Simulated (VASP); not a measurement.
# Au in VASP: further runs, part 2 of 2

VASP 6.6.1. The steps go on from the part before.

### 3 Single point, PBEsol

File INCAR:

```
SYSTEM = Au
PREC = Accurate ; ENCUT = 520
EDIFF = 1E-7 ; ISMEAR = 0
SIGMA = 0.1 ; LREAL = .False.
LASPH = .True. ; NELM = 100
ALGO = Normal ; ISIF = 2
LWAVE = .False. ; LCHARG = .False.
LDIPOL = .True. ; IDIPOL = 3
DIPOL = 0.5 0.5 0.500 ; GGA = PS
NBANDS = 30
```

File KPOINTS:

```
Automatic mesh
0
Gamma
  12 12 1
  0 0 0
```

File POSCAR:

```
Au
1.0
    2.8651901210      0.0000000000      0.0000000000
   -1.4325950605      2.4813274315      0.0000000000
    0.0000000000      0.0000000000     24.1858670206
Au
4
Direct
    0.3333333333      0.6666666667      0.3514449159
    0.6666666667      0.3333333333      0.4504816386
    0.3333333333      0.6666666667      0.5486410910
    0.6666666667      0.3333333333      0.6483247444
```

Potentials or basis: VASP PAW PBE potentials, release 64 (Au).

The run is started by

```console
cat potpaw_PBE.64/Au/POTCAR > POTCAR
mpirun -np 1 vasp_std > vasp.out
```

OUTCAR:

```text
SYSTEM = Au
   PREC = Accurate
   ENCUT = 520
   EDIFF = 1E-7
   ISMEAR = 0
   LREAL = .False.
   LASPH = .True.
   NELM = 100
   ISIF = 2
   GGA = PS

 ion  position               nearest neighbor table
   1  0.333  0.667  0.351-   2 2.91   2 2.91   2 2.91
   2  0.667  0.333  0.450-   3 2.89   3 2.89   3 2.89   1 2.91   1 2.91   1 2.91
   3  0.333  0.667  0.549-   2 2.89   2 2.89   2 2.89   4 2.92   4 2.92   4 2.92
   4  0.667  0.333  0.648-   3 2.92   3 2.92   3 2.92

  LATTYP: Found a hexagonal cell.
 ALAT       =     2.8651901210
 C/A-ratio  =     8.4412782396

  Lattice vectors:

 A1 = (   2.8651901210,   0.0000000000,   0.0000000000)
 A2 = (  -1.4325950605,   2.4813274315,   0.0000000000)
 A3 = (   0.0000000000,   0.0000000000,  24.1858670206)

Analysis of symmetry for initial positions (statically):
=====================================================================
 Subroutine PRICEL returns:
 Original cell was already a primitive cell.

 Routine SETGRP: Setting up the symmetry group for a
 hexagonal supercell.

 Subroutine GETGRP returns: Found  6 space group operations
 (whereof  6 operations were pure point group operations)
 out of a pool of 24 trial point group operations.

The static configuration has the point symmetry C_3v.

Analysis of symmetry for dynamics (positions and initial velocities):
=====================================================================
 Subroutine PRICEL returns:
 Original cell was already a primitive cell.

 Routine SETGRP: Setting up the symmetry group for a
 hexagonal supercell.

 Subroutine GETGRP returns: Found  6 space group operations
 (whereof  6 operations were pure point group operations)
 out of a pool of 24 trial point group operations.

The dynamic configuration has the point symmetry C_3v.

 Subroutine INISYM returns: Found  6 space group operations
 (whereof  6 operations are pure point group operations),
[... 118 lines left out ...]
   LORBIT       =      0    0 simple, 1 ext, 2 COOP (PROOUT), +10 PAW based schemes
   GGA     = PS    functional components
   LHFCALC =     F    Hartree Fock is set to
   AEXX    =    0.0000 exact exchange contribution
   IVDW    =     0    specifies the selected vdW correction
   LEPSILON=     F    determine dielectric tensor
   LRPA    =     F    only Hartree local field effects (RPA)
 non-spin polarized calculation
 Gauss-broadening in eV      SIGMA  =   0.10
  energy-cutoff  :      520.00
  volume of cell :      171.95
 maximum number of plane-waves:      4673
 NGX is ok and might be reduce to    24
   NGX = 11   NGY = 11   NGZ = 89

 dipolmoment           0.000000      0.000000     -0.081316 electrons x Angstroem

 number of electron      44.0000004 magnetization

 dipolmoment           0.000000      0.000000      0.000324 electrons x Angstroem

 Free energy of the ion-electron system (eV)
  ---------------------------------------------------
  ext. energy  EPLUGINS =         0.00000000
  ---------------------------------------------------
  free energy    TOTEN  =       -14.79699144 eV

  energy without entropy =      -14.77713493  energy(sigma->0) =      -14.78706319

 E-fermi :   0.5181     XC(G=0):  -5.7609

 val. band max:        0.4995880686   @ k =   0.2500   0.2500   0.0000
 cond. band min:       0.5235999003   @ k =   0.4167   0.0833   0.0000
 fundamental gap:      0.0240118317
 Fermi energy:         0.5180663133

 k-point     1 :       0.0000    0.0000    0.0000
  band No.  band energies     occupation
      1      -9.0276      2.00000
      2      -7.8821      2.00000
      3      -6.9075      2.00000
      4      -6.8108      2.00000
      5      -4.3449      2.00000
      6      -4.1730      2.00000
[... 616 lines left out ...]
     29       7.7003      0.00000
     30       8.2742      0.00000

------------------------ aborting loop because EDIFF is reached ----------------------------------------

 vacuum level on the upper side and lower side of the slab       (xc-potential included)        -0.002        -0.010

  FORCE on cell =-STRESS in cart. coord.  units (eV):
  Direction    XX          YY          ZZ          XY          YZ          ZX
  --------------------------------------------------------------------------------------
  -------------------------------------------------------------------------------------
  Total       -2.5739174     -2.5739174      0.0222001      0.0000000     -0.0000000     -0.0000000
  in kB      -23.9831383    -23.9831383      0.2068553      0.0000000     -0.0000000     -0.0000000
  external PRESSURE =     -15.9198071 kB  Pullay stress =       0.0000000 kB

 VOLUME and BASIS-vectors are now :
 -----------------------------------------------------------------------------
  energy-cutoff  :      520.00
  volume of cell :      171.95
      direct lattice vectors                 reciprocal lattice vectors
     2.865190121  0.000000000  0.000000000     0.349016979  0.201505047  0.000000000
    -1.432595060  2.481327432  0.000000000     0.000000000  0.403010093  0.000000000
     0.000000000  0.000000000 24.185867021     0.000000000  0.000000000  0.041346461

 POSITION                                       TOTAL-FORCE (eV/Angst)
 -----------------------------------------------------------------------------------
     -0.00000      1.65422      8.50000         0.000000     -0.000000     -0.044383
      1.43260      0.82711     10.89529        -0.000000      0.000000      0.049291
     -0.00000      1.65422     13.26936         0.000000      0.000000      0.003625
      1.43260      0.82711     15.68030        -0.000000      0.000000     -0.008533
 -----------------------------------------------------------------------------------
    total drift:                               -0.000000      0.000000      0.000128

  FREE ENERGIE OF THE ION-ELECTRON SYSTEM (eV)
  ---------------------------------------------------
  free  energy   TOTEN  =       -14.7969914422 eV

  energy  without entropy=      -14.7771349318  energy(sigma->0) =      -14.78706319

 vacuum level on the upper side and lower side of the slab         5.750         5.742
```

stdout:

```text
POSCAR found type information on POSCAR Au
 POSCAR found :  1 types and       4 ions
 scaLAPACK will be used
 -----------------------------------------------------------------------------
|                                                                             |
|                                                                             |
|     You enforced a specific xc type in the INCAR file but a different       |
|     I HOPE YOU KNOW WHAT YOU ARE DOING!                                     |
|                                                                             |
 -----------------------------------------------------------------------------

 LDA part: xc-table for (Slater+PW92), standard interpolation
 POSCAR, INCAR and KPOINTS ok, starting setup
 FFT: planning ... GRIDC
 FFT: planning ... GRID_SOFT
 FFT: planning ... GRID
 WAVECAR not read
 entering main loop
```

Run time: 4.7 min. Hardware: 1 thread of Intel Xeon 8259CL, shared host; peak memory 0.33 GiB.

Results:

| Quantity | Value |
| --- | --- |
| Free energy | -14.7970 eV |
| Largest force | 0.049 eV/Å |
| Band gap on the k mesh | zero (bands 22 and 23 overlap by 4.80 eV) |

Forces on the atoms (eV/Å):
```
Au   0.000  0.000 -0.044
Au   0.000  0.000  0.049
Au   0.000  0.000  0.004
Au   0.000  0.000 -0.009
```

Caveat: the PAW data sets were made with another functional, which shifts forces and pressure a little; spin-orbit coupling is left out, which moves the levels of the heavy elements.
